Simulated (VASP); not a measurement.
# NaCl (Fm-3m) in VASP: further runs

Runs on NaCl. Level: PBE+D3(BJ). Tasks: relaxation of cell and atoms.

Program: VASP 6.6.1. These are calculated values, not measurements. Logs are shortened: lines on timing, memory, paths and dates and some standing lists are left out, and cuts for length are marked.

**1. The cell of the first run**

Symmetry: Fm-3m, No. 225, cubic system. Conventional cell: a = 5.282 Å, b = 5.282 Å, c = 5.282 Å, α = 90.00°, β = 90.00°, γ = 90.00°. Na (site symmetry m-3m) has 6 Cl at 2.64 Å within 3.5 Å. Cl (site symmetry m-3m) has 6 Na at 2.64 Å within 3.5 Å.

**2. Relaxation of cell and atoms, PBE+D3(BJ), target pressure 6.66 GPa, at which the enthalpy is minimised**

File INCAR:

```
SYSTEM = NaCl
ALGO = Normal
EDIFF = 1E-7
EDIFFG = -0.002
ENCUT = 600
GGA = PE
IBRION = 2
ISIF = 3
ISMEAR = 0
IVDW = 12
LASPH = .True.
LCHARG = .False.
LREAL = .False.
LWAVE = .False.
NELM = 100
NSW = 100
PREC = Accurate
PSTRESS = 66.6
SIGMA = 0.02
```

File KPOINTS:

```
k-points
0
Gamma
  8 8 8
  0 0 0
```

File POSCAR:

```
NaCl
1.0
    0.0000000000      2.6408139948      2.6408139948
    2.6408139948      0.0000000000      2.6408139948
    2.6408139948      2.6408139948      0.0000000000
Na Cl
1 1
Direct
    0.0000000000      0.0000000000      0.0000000000
    0.5000000000      0.5000000000      0.5000000000
```

Potentials or basis: VASP PAW PBE potentials, release 64 (Na_pv, Cl).

Command:

```
cat potpaw_PBE.64/Na_pv/POTCAR potpaw_PBE.64/Cl/POTCAR > POTCAR
mpirun -np 1 vasp_std > vasp.out
```

OUTCAR:

```text
SYSTEM = NaCl
   EDIFF = 1E-7
   EDIFFG = -0.002
   ENCUT = 600
   GGA = PE
   IBRION = 2
   ISIF = 3
   ISMEAR = 0
   IVDW = 12
   LASPH = .True.
   LREAL = .False.
   NELM = 100
   NSW = 100
   PREC = Accurate
   PSTRESS = 66.6
 IVDW          = 12

 ion  position               nearest neighbor table
   1  0.000  0.000  0.000-   2 2.64   2 2.64   2 2.64   2 2.64   2 2.64   2 2.64
   2  0.500  0.500  0.500-   1 2.64   1 2.64   1 2.64   1 2.64   1 2.64   1 2.64

  LATTYP: Found a face centered cubic cell.
 ALAT       =     5.2816279896

  Lattice vectors:

 A1 = (   0.0000000000,   2.6408139948,   2.6408139948)
 A2 = (   2.6408139948,   0.0000000000,   2.6408139948)
 A3 = (   2.6408139948,   2.6408139948,   0.0000000000)

Analysis of symmetry for initial positions (statically):
=====================================================================
 Subroutine PRICEL returns:
 Original cell was already a primitive cell.

 Routine SETGRP: Setting up the symmetry group for a
 face centered cubic supercell.

 Subroutine GETGRP returns: Found 48 space group operations
 (whereof 48 operations were pure point group operations)
 out of a pool of 48 trial point group operations.

The static configuration has the point symmetry O_h .

Analysis of symmetry for dynamics (positions and initial velocities):
=====================================================================
 Subroutine PRICEL returns:
 Original cell was already a primitive cell.

 Routine SETGRP: Setting up the symmetry group for a
 face centered cubic supercell.

 Subroutine GETGRP returns: Found 48 space group operations
 (whereof 48 operations were pure point group operations)
 out of a pool of 48 trial point group operations.

The dynamic configuration has the point symmetry O_h .

 Subroutine INISYM returns: Found 48 space group operations
 (whereof 48 operations are pure point group operations),
 and found     1 'primitive' translations

----------------------------------------------------------------------------------------

                                     Primitive cell

  volume of cell :      36.8335

  direct lattice vectors                    reciprocal lattice vectors
     0.000000000  2.640813995  2.640813995    -0.189335561  0.189335561  0.189335561
     2.640813995  0.000000000  2.640813995     0.189335561 -0.189335561  0.189335561
     2.640813995  2.640813995  0.000000000     0.189335561  0.189335561 -0.189335561

  length of vectors
     3.734674967  3.734674967  3.734674967     0.327938812  0.327938812  0.327938812

  position of ions in fractional coordinates (direct lattice)
     0.000000000  0.000000000  0.000000000
     0.500000000  0.500000000  0.500000000

  ion indices of the primitive-cell ions
   primitive index   ion index
                 1           1
                 2           2

----------------------------------------------------------------------------------------

 KPOINTS: k-points

Automatic generation of k-mesh.
 Grid dimensions read from file:
 generate k-points for:    8    8    8

 Generating k-lattice:

  Cartesian coordinates                     Fractional coordinates (reciprocal lattice)
    -0.023666945  0.023666945  0.023666945     0.125000000  0.000000000  0.000000000
     0.023666945 -0.023666945  0.023666945     0.000000000  0.125000000  0.000000000
     0.023666945  0.023666945 -0.023666945     0.000000000  0.000000000  0.125000000

  Length of vectors
     0.040992351  0.040992351  0.040992351

  Shift w.r.t. Gamma in fractional coordinates (k-lattice)
     0.000000000  0.000000000  0.000000000

 Subroutine IBZKPT returns following result:
 ===========================================

 Found     29 irreducible k-points:

 Following reciprocal coordinates:
            Coordinates               Weight
  0.000000  0.000000  0.000000      1.000000
  0.125000  0.000000  0.000000      8.000000
  0.250000  0.000000  0.000000      8.000000
  0.375000  0.000000  0.000000      8.000000
  0.500000  0.000000  0.000000      4.000000
  0.125000  0.125000  0.000000      6.000000
[... 16 lines left out ...]
  0.500000  0.250000  0.125000     48.000000
 -0.375000  0.250000  0.125000     24.000000
 [... further k-points ...]
   k-points           NKPTS =     29   k-points in BZ     NKDIM =     29   number of bands    NBANDS=     11
   number of dos      NEDOS =    301   number of ions     NIONS =      2
   total plane-waves  NPLWV =  27000
   dimension x,y,z NGX =    30 NGY =   30 NGZ =   30
   dimension x,y,z NGXF=    60 NGYF=   60 NGZF=   60
   ions per type =               1   1
   NGX,Y,Z   is equivalent  to a cutoff of  13.35, 13.35, 13.35 a.u.
   NGXF,Y,Z  is equivalent  to a cutoff of  26.71, 26.71, 26.71 a.u.
 SYSTEM =  NaCl
   PREC   = accura    normal or accurate (medium, high low for compatibility)
   ISTART =      0    job   : 0-new  1-cont  2-samecut
   ICHARG =      2    charge: 1-file 2-atom 10-const
   ISPIN  =      1    spin polarized calculation?
   LNONCOLLINEAR =      F non collinear calculations
   LSORBIT =      F    spin-orbit coupling
   LASPH  =      T    aspherical Exc in radial PAW
   ENCUT  =  600.0 eV  44.10 Ry    6.64 a.u.   7.46  7.46  7.46*2*pi/ulx,y,z
   NELM   =    100;   NELMIN=  2; NELMDL= -5     # of ELM steps
   EDIFF  = 0.1E-06   stopping-criterion for ELM
   LREAL  =      F    real-space projection
   EDIFFG = -.2E-02   stopping-criterion for IOM
   NSW    =    100    number of steps for IOM
   IBRION =      2    ionic relax: 0-MD 1-quasi-New 2-CG
   NFREE  =      1    steps in history (QN), initial steepest desc. (CG)
   ISIF   =      3    stress and relaxation
   ISYM   =      2    0-nonsym 1-usesym 2-fastsym
   POTIM  = 0.5000    time-step for ionic-motion
   TEBEG  =    0.0;   TEEND  =   0.0 temperature during run
   PSTRESS=   66.6 pullay stress
   NELECT =      14.0000    total number of electrons
   NUPDOWN=      -1.0000    fix difference up-down
   EMIN   =  10.00;   EMAX   =-10.00  energy-range for DOS
   EFERMI =   0.00;   METHOD = LEGACY
   ISMEAR =     0;   SIGMA  =   0.02  broadening in eV -4-tet -1-fermi 0-gaus
   EFERMI_NEDOS =   21; number of points for ismear=-14 and -15
   IALGO  =     38    algorithm
   IMIX   =      4    mixing-type and parameters
     AMIX     =   0.40;   BMIX     =  1.00
     AMIX_MAG =   1.60;   BMIX_MAG =  1.00
  volume/ion in A,a.u.               =      18.42       124.28
  Fermi-wavevector in a.u.,A,eV,Ry     =   1.185868  2.240966 19.133642  1.406283
  Thomas-Fermi vector in A             =   2.322053
   LORBIT       =      0    0 simple, 1 ext, 2 COOP (PROOUT), +10 PAW based schemes
   GGA     = PE    functional components
   LHFCALC =     F    Hartree Fock is set to
   AEXX    =    0.0000 exact exchange contribution
   IVDW    =    12    specifies the selected vdW correction
   LEPSILON=     F    determine dielectric tensor
   LRPA    =     F    only Hartree local field effects (RPA)
 conjugate gradient relaxation of ions
 non-spin polarized calculation
 Gauss-broadening in eV      SIGMA  =   0.02
  energy-cutoff  :      600.00
  volume of cell :       36.83
 maximum number of plane-waves:      1249
 NGX is ok and might be reduce to    30
   NGX = 15   NGY = 15   NGZ = 15

--------------------------------------- Ionic step        1  -------------------------------------------

 number of electron      14.0000005 magnetization

 Free energy of the ion-electron system (eV)
  ---------------------------------------------------
  ext. energy  EPLUGINS =         0.00000000
  ---------------------------------------------------
  free energy    TOTEN  =        -6.56226357 eV

  energy without entropy =       -6.56226357  energy(sigma->0) =       -6.56226357

------------------------ aborting loop because EDIFF is reached ----------------------------------------

 Edisp (eV)   -0.52684

 E8    (eV) :    -0.2199

  FORCE on cell =-STRESS in cart. coord.  units (eV):
  Direction    XX          YY          ZZ          XY          YZ          ZX
  --------------------------------------------------------------------------------------
  -------------------------------------------------------------------------------------
  Total       1.54307     1.54307     1.54307     0.00000     0.00000     0.00000
  in kB      67.12008    67.12008    67.12008     0.00000     0.00000     0.00000
  external pressure =        0.52 kB  Pullay stress =       66.60 kB

 VOLUME and BASIS-vectors are now :
 -----------------------------------------------------------------------------
  energy-cutoff  :      600.00
  volume of cell :       36.83
      direct lattice vectors                 reciprocal lattice vectors
     0.000000000  2.640813995  2.640813995    -0.189335561  0.189335561  0.189335561
     2.640813995  0.000000000  2.640813995     0.189335561 -0.189335561  0.189335561
     2.640813995  2.640813995  0.000000000     0.189335561  0.189335561 -0.189335561

 POSITION                                       TOTAL-FORCE (eV/Angst)
 -----------------------------------------------------------------------------------
      0.00000      0.00000      0.00000        -0.000000     -0.000000      0.000000
      2.64081      2.64081      2.64081         0.000000      0.000000      0.000000
 -----------------------------------------------------------------------------------
    total drift:                               -0.000000      0.000000      0.000000

  FREE ENERGIE OF THE ION-ELECTRON SYSTEM (eV)
  ---------------------------------------------------
  free  energy   TOTEN  =        -7.0891063872 eV

  energy  without entropy=       -7.0891063872  energy(sigma->0) =       -7.08910639

  enthalpy is  TOTEN    =        -5.5579939617 eV   P V=        1.5311124255

--------------------------------------- Ionic step        2  -------------------------------------------

 number of electron      14.0000005 magnetization

 Free energy of the ion-electron system (eV)
  ---------------------------------------------------
  ext. energy  EPLUGINS =         0.00000000
  ---------------------------------------------------
  free energy    TOTEN  =        -6.56406872 eV

  energy without entropy =       -6.56406872  energy(sigma->0) =       -6.56406872

 E-fermi :   0.6998     XC(G=0):  -9.0383

 val. band max:        0.5720999691   @ k =   0.0000   0.0000   0.0000
 cond. band min:       6.5535383901   @ k =   0.0000   0.0000   0.0000
 fundamental gap:      5.9814384210
 Fermi energy:         0.6997660050

 k-point     1 :       0.0000    0.0000    0.0000
  band No.  band energies     occupation
      1     -19.9532      2.00000
      2     -19.9532      2.00000
      3     -19.9532      2.00000
      4     -12.6233      2.00000
      5       0.5721      2.00000
      6       0.5721      2.00000
      7       0.5721      2.00000
      8       6.5535      0.00000
      9      11.8253      0.00000
     10      11.8253      0.00000
     11      11.8253      0.00000

 k-point     2 :       0.1250    0.0000    0.0000
  band No.  band energies     occupation
      1     -19.9642      2.00000
      2     -19.9538      2.00000
      3     -19.9538      2.00000
      4     -12.5417      2.00000
      5       0.0784      2.00000
      6       0.5098      2.00000
      7       0.5098      2.00000
      8       7.1260      0.00000
      9      11.3157      0.00000
     10      12.0723      0.00000
     11      12.0723      0.00000
[... 295 lines left out ...]
 k-point    24 :      -0.3750    0.2500    0.1250
  band No.  band energies     occupation
      1     -20.0110      2.00000
      2     -19.9715      2.00000
      3     -19.9626      2.00000
      4     -11.9797      2.00000
      5      -1.6682      2.00000
      6      -0.4974      2.00000
      7      -0.0199      2.00000
      8       9.3783      0.00000
      9      10.7733      0.00000
     10      11.8023      0.00000
     11      13.0057      0.00000

 [... further k-points ...]

------------------------ aborting loop because EDIFF is reached ----------------------------------------

 Edisp (eV)   -0.52637

 E8    (eV) :    -0.2197

  FORCE on cell =-STRESS in cart. coord.  units (eV):
  Direction    XX          YY          ZZ          XY          YZ          ZX
  --------------------------------------------------------------------------------------
  -------------------------------------------------------------------------------------
  Total       1.53107     1.53107     1.53107     0.00000    -0.00000     0.00000
  in kB      66.54066    66.54066    66.54066     0.00000    -0.00000     0.00000
  external pressure =       -0.06 kB  Pullay stress =       66.60 kB

 VOLUME and BASIS-vectors are now :
 -----------------------------------------------------------------------------
  energy-cutoff  :      600.00
  volume of cell :       36.87
      direct lattice vectors                 reciprocal lattice vectors
     0.000000000  2.641575627  2.641575627    -0.189280971  0.189280971  0.189280971
     2.641575627  0.000000000  2.641575627     0.189280971 -0.189280971  0.189280971
     2.641575627  2.641575627  0.000000000     0.189280971  0.189280971 -0.189280971

 POSITION                                       TOTAL-FORCE (eV/Angst)
 -----------------------------------------------------------------------------------
      2.64158      2.64158      0.00000        -0.000000      0.000000      0.000000
      2.64158      2.64158      2.64158         0.000000     -0.000000     -0.000000
 -----------------------------------------------------------------------------------
    total drift:                                0.000000      0.000000      0.000000

  FREE ENERGIE OF THE ION-ELECTRON SYSTEM (eV)
  ---------------------------------------------------
  free  energy   TOTEN  =        -7.0904367891 eV

  energy  without entropy=       -7.0904367891  energy(sigma->0) =       -7.09043679

  enthalpy is  TOTEN    =        -5.5579992249 eV   P V=        1.5324375642

 reached required accuracy - stopping structural energy minimisation
```

It took 41 s on 1 thread of Intel Xeon 8259CL, shared host; peak memory 0.17 GiB.

What came out:

```
Free energy                                                : -7.0904 eV
Relaxed volume                                             : 18.43 Å³/atom
Relaxed cell                                               : a = 3.736 Å, b = 3.736 Å, c = 3.736 Å, α = 60.00°, β = 60.00°, γ = 60.00°
Space group after relaxing (to 0.1 Å)                      : Fm-3m (No. 225)
Energy change on relaxing (the run minimises the enthalpy) : -0.7 meV/atom
Ionic steps                                                : 2
Pressure after relaxing                                    : 6.7 GPa
Band gap on the k mesh                                     : 5.98 eV
Dispersion energy per atom                                 : -0.263 eV
```

Step by step:
```csv
step,energy change (eV),largest force (eV/Å),pressure (GPa),volume (Å³)
1,0.0000,0.0000,6.71,36.83
2,-0.0013,0.0000,6.65,36.87
```

Final structure:
```xyz
2
Lattice="0.0000 2.6416 2.6416 2.6416 0.0000 2.6416 2.6416 2.6416 0.0000" Properties=species:S:1:pos:R:3 pbc="T T T"
Na    2.6416    2.6416    0.0000
Cl    2.6416    2.6416    2.6416
```

Caveat: the cell is relaxed towards a set pressure, so the run minimises the enthalpy, not the energy. Expect the measured gap to be larger: semilocal functionals such as PBE lack the derivative discontinuity.

**3. Relaxation of cell and atoms, PBE+D3(BJ), target pressure 6.66 GPa, at which the enthalpy is minimised**

This run uses another cell than the first one, of 22.19 Å³/atom.

INCAR: that of step 2 with these lines changed.

```diff
@@ -2,3 +2,3 @@
 ALGO = Normal
-EDIFF = 1E-7
+EDIFF = 1E-6
 EDIFFG = -0.002
```

KPOINTS is that of step 2.

File POSCAR:

```
NaCl
1.0
    0.0000000000      2.8100000000      2.8100000000
    2.8100000000      0.0000000000      2.8100000000
    2.8100000000      2.8100000000      0.0000000000
Na Cl
1 1
Direct
    0.0000000000      0.0000000000      0.0000000000
    0.5000000000      0.5000000000      0.5000000000
```

Potentials or basis: VASP PAW PBE potentials, release 64 (Na_pv, Cl).

Command:

```
cat potpaw_PBE.64/Na_pv/POTCAR potpaw_PBE.64/Cl/POTCAR > POTCAR
mpirun -np 1 vasp_std > vasp.out
```

Wall time 74 s (1 thread of Intel Xeon 8259CL, shared host); peak memory 0.19 GiB.

The run converged. Its results:

| Item | Value |
| --- | --- |
| Free energy | -7.0910 eV |
| Relaxed volume | 18.43 Å³/atom |
| Relaxed cell | a = 3.736 Å, b = 3.736 Å, c = 3.736 Å, α = 60.00°, β = 60.00°, γ = 60.00° |
| Space group after relaxing (to 0.1 Å) | Fm-3m (No. 225) |
| Energy change on relaxing (the run minimises the enthalpy) | +57.5 meV/atom |
| Ionic steps | 6 |
| Pressure after relaxing | 6.7 GPa |
| Band gap on the k mesh | 5.98 eV |
| Dispersion energy per atom | -0.263 eV |

Step by step:
| step | energy change (eV) | largest force (eV/Å) | pressure (GPa) | volume (Å³) |
| --- | --- | --- | --- | --- |
| 1 | 0.0000 | 0.0000 | -0.58 | 44.38 |
| 2 | 0.0662 | 0.0000 | 4.75 | 38.24 |
| 3 | 0.1108 | 0.0000 | 6.60 | 36.96 |
| 4 | 0.1165 | 0.0000 | 6.76 | 36.82 |
| 5 | 0.1138 | 0.0000 | 6.61 | 36.89 |
| 6 | 0.1150 | 0.0000 | 6.67 | 36.86 |

Final structure:
```cif
data_structure
_symmetry_space_group_name_H-M 'P 1'
_symmetry_Int_Tables_number 1
_cell_length_a 3.7356
_cell_length_b 3.7356
_cell_length_c 3.7356
_cell_angle_alpha 60.000
_cell_angle_beta 60.000
_cell_angle_gamma 60.000
_cell_volume 36.86
loop_
_atom_site_label
_atom_site_type_symbol
_atom_site_fract_x
_atom_site_fract_y
_atom_site_fract_z
_atom_site_occupancy
Na1 Na 0.00000 0.00000 0.00000 1
Cl1 Cl 0.50000 0.50000 0.50000 1
```

Levels at points of the mesh, in eV from the valence-band top:
| k point | band 5 | band 6 | band 7 | band 8 | band 9 | band 10 |
| --- | --- | --- | --- | --- | --- | --- |
| (0.00, 0.00, 0.00) | 0.00 | 0.00 | 0.00 | 5.98 | 11.25 | 11.25 |
| (0.50, 0.00, 0.00) | -2.60 | -0.40 | -0.40 | 7.59 | 11.41 | 11.41 |
| (0.50, 0.50, 0.00) | -2.24 | -0.81 | -0.81 | 7.82 | 8.10 | 12.82 |

Caveat: the cell is relaxed towards a set pressure, so the run minimises the enthalpy, not the energy; the volume moved by over 15 % at a fixed basis, so the end points are rough. As with any semilocal functional, this PBE gap is likely too small.
